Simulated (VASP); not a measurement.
# Ir (Fd-3m) in VASP: single point with r2SCAN

Aim: the single point of Ir with r2SCAN.

Program: VASP 6.6.1. These are calculated values, not measurements. Logs are shortened: lines on timing, memory, paths and dates and some standing lists are left out, and cuts for length are marked.

**1. The cell of the first run**

It takes space group Fd-3m (No. 227, cubic). Conventional cell: a = 5.524 Å, b = 5.524 Å, c = 5.524 Å, α = 90.00°, β = 90.00°, γ = 90.00°. Within 3.2 Å of Ir (site symmetry -43m) lie 4 Ir at 2.39 Å.

**2. Single point, r2SCAN**

Input file POSCAR:

```
Ir
1.0
    0.0000000000      2.7620525573      2.7620525573
    2.7620525573      0.0000000000      2.7620525573
    2.7620525573      2.7620525573      0.0000000000
Ir
2
Direct
    1.0000000000      1.0000000000      1.0000000000
    0.2500000000      0.2500000000      0.2500000000
```

Input file INCAR.step1:

```
SYSTEM = Ir
PREC     = Accurate       ! precision mode
ENCUT    = 520            ! plane-wave cutoff, eV
ISMEAR   = 1              ! smearing method
SIGMA    = 0.1            ! smearing width, eV
LREAL    = .FALSE.        ! projectors in reciprocal space
LASPH    = .TRUE.         ! aspherical terms in the spheres
NELM     = 80             ! most SCF steps
NBANDS   = 16             ! bands
GGA      = PE             ! functional
ALGO     = Normal         ! electronic algorithm
EDIFF    = 1E-4           ! SCF threshold, eV
LWAVE    = .TRUE.         ! write WAVECAR
LCHARG   = .FALSE.        ! write CHGCAR
```

Input file INCAR.step2:

```
SYSTEM = Ir
PREC     = Accurate       ! precision mode
ENCUT    = 520            ! plane-wave cutoff, eV
EDIFF    = 1E-7           ! SCF threshold, eV
ISMEAR   = 1              ! smearing method
SIGMA    = 0.1            ! smearing width, eV
LREAL    = .FALSE.        ! projectors in reciprocal space
LASPH    = .TRUE.         ! aspherical terms in the spheres
NELM     = 80             ! most SCF steps
ALGO     = Normal         ! electronic algorithm
ISIF     = 2              ! what is computed and relaxed
LWAVE    = .FALSE.        ! write WAVECAR
LCHARG   = .FALSE.        ! write CHGCAR
METAGGA  = R2SCAN         ! meta-GGA
LMIXTAU  = .TRUE.       
NBANDS   = 16             ! bands
ISTART   = 1
```

Input file KPOINTS:

```
Automatic mesh
0
G
  15 15 15
  0 0 0
```

Potentials or basis: VASP PAW PBE potentials, release 64 (Ir).

Launch:

```
cat potpaw_PBE.64/Ir/POTCAR > POTCAR
cp INCAR.step1 INCAR
mpirun -np 1 vasp_std > vasp.out
cp INCAR.step2 INCAR
mpirun -np 1 vasp_std > vasp.out
```

OUTCAR:

```text
SYSTEM = Ir
   PREC = Accurate
   ENCUT = 520
   EDIFF = 1E-7
   ISMEAR = 1
   LREAL = .FALSE.
   LASPH = .TRUE.
   NELM = 80
   ISIF = 2
   METAGGA = R2SCAN
   ISTART = 1

 ion  position               nearest neighbor table
   1  0.000  0.000  0.000-   2 2.39   2 2.39   2 2.39   2 2.39
   2  0.250  0.250  0.250-   1 2.39   1 2.39   1 2.39   1 2.39

  LATTYP: Found a face centered cubic cell.
 ALAT       =     5.5241051146

  Lattice vectors:

 A1 = (   0.0000000000,   2.7620525573,   2.7620525573)
 A2 = (   2.7620525573,   0.0000000000,   2.7620525573)
 A3 = (   2.7620525573,   2.7620525573,   0.0000000000)

Analysis of symmetry for initial positions (statically):
=====================================================================
 Subroutine PRICEL returns:
 Original cell was already a primitive cell.

 Routine SETGRP: Setting up the symmetry group for a
 face centered cubic supercell.

 Subroutine GETGRP returns: Found 48 space group operations
 (whereof 24 operations were pure point group operations)
 out of a pool of 48 trial point group operations.

The static configuration has the point symmetry T_d .
 The point group associated with its full space group is O_h .

Analysis of symmetry for dynamics (positions and initial velocities):
=====================================================================
 Subroutine PRICEL returns:
 Original cell was already a primitive cell.

 Routine SETGRP: Setting up the symmetry group for a
 face centered cubic supercell.

 Subroutine GETGRP returns: Found 48 space group operations
 (whereof 24 operations were pure point group operations)
 out of a pool of 48 trial point group operations.

The dynamic configuration has the point symmetry T_d .
 The point group associated with its full space group is O_h .

 Subroutine INISYM returns: Found 48 space group operations
 (whereof 24 operations are pure point group operations),
 and found     1 'primitive' translations

----------------------------------------------------------------------------------------

                                     Primitive cell

  volume of cell :      42.1430

  direct lattice vectors                    reciprocal lattice vectors
     0.000000000  2.762052557  2.762052557    -0.181024796  0.181024796  0.181024796
     2.762052557  0.000000000  2.762052557     0.181024796 -0.181024796  0.181024796
     2.762052557  2.762052557  0.000000000     0.181024796  0.181024796 -0.181024796

  length of vectors
     3.906132187  3.906132187  3.906132187     0.313544144  0.313544144  0.313544144

  position of ions in fractional coordinates (direct lattice)
     0.000000000  0.000000000  0.000000000
     0.250000000  0.250000000  0.250000000

  ion indices of the primitive-cell ions
   primitive index   ion index
                 1           1
                 2           2

----------------------------------------------------------------------------------------

 KPOINTS: Automatic mesh

Automatic generation of k-mesh.
 Grid dimensions read from file:
 generate k-points for:   15   15   15

 Generating k-lattice:

  Cartesian coordinates                     Fractional coordinates (reciprocal lattice)
    -0.012068320  0.012068320  0.012068320     0.066666667  0.000000000  0.000000000
     0.012068320 -0.012068320  0.012068320     0.000000000  0.066666667  0.000000000
     0.012068320  0.012068320 -0.012068320     0.000000000  0.000000000  0.066666667

  Length of vectors
     0.020902943  0.020902943  0.020902943

  Shift w.r.t. Gamma in fractional coordinates (k-lattice)
     0.000000000  0.000000000  0.000000000

 Subroutine IBZKPT returns following result:
 ===========================================

 Found    120 irreducible k-points:

 Following reciprocal coordinates:
            Coordinates               Weight
  0.000000  0.000000  0.000000      1.000000
  0.066667  0.000000  0.000000      8.000000
  0.133333  0.000000  0.000000      8.000000
  0.200000  0.000000  0.000000      8.000000
  0.266667  0.000000  0.000000      8.000000
  0.333333  0.000000  0.000000      8.000000
[... 16 lines left out ...]
  0.133333  0.133333  0.000000      6.000000
  0.200000  0.133333  0.000000     24.000000
 [... further k-points ...]
   k-points           NKPTS =    120   k-points in BZ     NKDIM =    120   number of bands    NBANDS=     16
   number of dos      NEDOS =    301   number of ions     NIONS =      2
   total plane-waves  NPLWV =  27000
   dimension x,y,z NGX =    30 NGY =   30 NGZ =   30
   dimension x,y,z NGXF=    60 NGYF=   60 NGZF=   60
   ions per type =               2
   NGX,Y,Z   is equivalent  to a cutoff of  12.77, 12.77, 12.77 a.u.
   NGXF,Y,Z  is equivalent  to a cutoff of  25.54, 25.54, 25.54 a.u.
 SYSTEM =  Ir
   PREC   = accura    normal or accurate (medium, high low for compatibility)
   ISTART =      1    job   : 0-new  1-cont  2-samecut
   ICHARG =      0    charge: 1-file 2-atom 10-const
   ISPIN  =      1    spin polarized calculation?
   LNONCOLLINEAR =      F non collinear calculations
   LSORBIT =      F    spin-orbit coupling
   LASPH  =      T    aspherical Exc in radial PAW
   ENCUT  =  520.0 eV  38.22 Ry    6.18 a.u.   7.26  7.26  7.26*2*pi/ulx,y,z
   NELM   =     80;   NELMIN=  2; NELMDL=  0     # of ELM steps
   EDIFF  = 0.1E-06   stopping-criterion for ELM
   LREAL  =      F    real-space projection
   EDIFFG = 0.1E-05   stopping-criterion for IOM
   NSW    =      0    number of steps for IOM
   IBRION =     -1    ionic relax: 0-MD 1-quasi-New 2-CG
   NFREE  =      0    steps in history (QN), initial steepest desc. (CG)
   ISIF   =      2    stress and relaxation
   ISYM   =      2    0-nonsym 1-usesym 2-fastsym
   POTIM  = 0.5000    time-step for ionic-motion
   TEBEG  =    0.0;   TEEND  =   0.0 temperature during run
   PSTRESS=    0.0 pullay stress
   NELECT =      18.0000    total number of electrons
   NUPDOWN=      -1.0000    fix difference up-down
   EMIN   =  10.00;   EMAX   =-10.00  energy-range for DOS
   EFERMI =   0.00;   METHOD = LEGACY
   ISMEAR =     1;   SIGMA  =   0.10  broadening in eV -4-tet -1-fermi 0-gaus
   EFERMI_NEDOS =   21; number of points for ismear=-14 and -15
   IALGO  =     38    algorithm
   IMIX   =      4    mixing-type and parameters
     AMIX     =   0.40;   BMIX     =  1.00
     AMIX_MAG =   1.60;   BMIX_MAG =  1.00
  volume/ion in A,a.u.               =      21.07       142.20
  Fermi-wavevector in a.u.,A,eV,Ry     =   1.232888  2.329821 20.681040  1.520014
  Thomas-Fermi vector in A             =   2.367640
   LORBIT       =      0    0 simple, 1 ext, 2 COOP (PROOUT), +10 PAW based schemes
   METAGGA = R2SCAN    functional components
   LHFCALC =     F    Hartree Fock is set to
   AEXX    =    0.0000 exact exchange contribution
   IVDW    =     0    specifies the selected vdW correction
   LEPSILON=     F    determine dielectric tensor
   LRPA    =     F    only Hartree local field effects (RPA)
 non-spin polarized calculation
 Methfessel and Paxton  Order N= 1 SIGMA  =   0.10
  energy-cutoff  :      520.00
  volume of cell :       42.14
 maximum number of plane-waves:      1155
 NGX is ok and might be reduce to    30
   NGX = 15   NGY = 15   NGZ = 15

 number of electron      18.0000001 magnetization

 Free energy of the ion-electron system (eV)
  ---------------------------------------------------
  ext. energy  EPLUGINS =         0.00000000
  ---------------------------------------------------
  free energy    TOTEN  =      -102.74059630 eV

  energy without entropy =     -102.74067707  energy(sigma->0) =     -102.74062323

 E-fermi :   5.3444     XC(G=0): -12.1598

 val. band max:        5.3351270471   @ k =  -0.4667   0.2667   0.0000
 cond. band min:       5.3449382723   @ k =   0.3333   0.1333   0.0000
 fundamental gap:      0.0098112252
 Fermi energy:         5.3443737458

 k-point     1 :       0.0000    0.0000    0.0000
  band No.  band energies     occupation
      1      -3.1159      2.00000
      2      -0.1678      2.00000
      3      -0.1678      2.00000
      4       0.3069      2.00000
      5       0.3069      2.00000
      6       0.3069      2.00000
[... 8 lines left out ...]
     15      18.4382      0.00000
     16      18.4382      0.00000

 k-point     2 :       0.0667    0.0000    0.0000
  band No.  band energies     occupation
      1      -3.0344      2.00000
      2      -0.2283      2.00000
      3      -0.2283      2.00000
      4       0.2982      2.00000
      5       0.3992      2.00000
      6       0.3992      2.00000
[... 8 lines left out ...]
     15      18.1672      0.00000
     16      18.1672      0.00000

 k-point     3 :       0.1333    0.0000    0.0000
  band No.  band energies     occupation
      1      -2.7968      2.00000
      2      -0.3221      2.00000
      3      -0.3221      2.00000
      4       0.2749      2.00000
      5       0.5740      2.00000
      6       0.5740      2.00000
[... 8 lines left out ...]
     15      17.4682      0.00000
     16      18.2748      0.00000

 k-point     4 :       0.2000    0.0000    0.0000
  band No.  band energies     occupation
      1      -2.4264      2.00000
      2      -0.3742      2.00000
      3      -0.3742      2.00000
      4       0.2432      2.00000
      5       0.7165      2.00000
      6       0.7165      2.00000
[... 8 lines left out ...]
     15      16.6577      0.00000
     16      18.8930      0.00000
[... 324 lines left out ...]
 k-point    22 :      -0.0667    0.0667    0.0000
  band No.  band energies     occupation
      1      -2.9004      2.00000
      2      -0.3769      2.00000
      3      -0.1915      2.00000
      4       0.2965      2.00000
      5       0.4035      2.00000
      6       0.5936      2.00000
[... 8 lines left out ...]
     15      17.6607      0.00000
     16      18.4679      0.00000

 k-point    23 :       0.1333    0.1333    0.0000
  band No.  band energies     occupation
      1      -2.6835      2.00000
      2      -0.6161      2.00000
      3       0.0530      2.00000
      4       0.2933      2.00000
      5       0.2933      2.00000
      6       0.8555      2.00000
[... 8 lines left out ...]
     15      16.8627      0.00000
     16      17.1666      0.00000

 k-point    24 :       0.2000    0.1333    0.0000
  band No.  band energies     occupation
      1      -2.4000      2.00000
      2      -0.7201      2.00000
      3       0.0779      2.00000
      4       0.2675      2.00000
      5       0.3770      2.00000
      6       1.0386      2.00000
[... 8 lines left out ...]
     15      16.3069      0.00000
     16      17.2528      0.00000

 [... further k-points ...]
[... 5 lines left out ...]
  --------------------------------------------------------------------------------------
  -------------------------------------------------------------------------------------
  Total        0.1145397      0.1145397      0.1145397     -0.0000000      0.0000000      0.0000000
  in kB        4.3545259      4.3545259      4.3545259     -0.0000000      0.0000000      0.0000000
  external PRESSURE =       4.3545259 kB  Pullay stress =       0.0000000 kB

 VOLUME and BASIS-vectors are now :
 -----------------------------------------------------------------------------
  energy-cutoff  :      520.00
  volume of cell :       42.14
      direct lattice vectors                 reciprocal lattice vectors
     0.000000000  2.762052557  2.762052557    -0.181024796  0.181024796  0.181024796
     2.762052557  0.000000000  2.762052557     0.181024796 -0.181024796  0.181024796
     2.762052557  2.762052557  0.000000000     0.181024796  0.181024796 -0.181024796

 POSITION                                       TOTAL-FORCE (eV/Angst)
 -----------------------------------------------------------------------------------
      0.00000      0.00000      0.00000        -0.000000     -0.000000     -0.000000
      1.38103      1.38103      1.38103         0.000000      0.000000      0.000000
 -----------------------------------------------------------------------------------
    total drift:                                0.000000     -0.000000      0.000000

  FREE ENERGIE OF THE ION-ELECTRON SYSTEM (eV)
  ---------------------------------------------------
  free  energy   TOTEN  =      -102.7405963032 eV

  energy  without entropy=     -102.7406770717  energy(sigma->0) =     -102.74062323
```

Wall time 3.6 min (1 thread of Intel Xeon 6975P-C, shared host); peak memory 0.22 GiB.

What came out:

```
Free energy            : -102.7406 eV
Pressure               : 0.4 GPa
Band gap on the k mesh : zero (band 9 reaches 6.39 eV, above the bottom of band 10 at 4.76 eV)
```

Caveat: the PAW data sets were made with another functional, which shifts forces and pressure a little; spin-orbit coupling is left out, which moves the levels of the heavy elements.
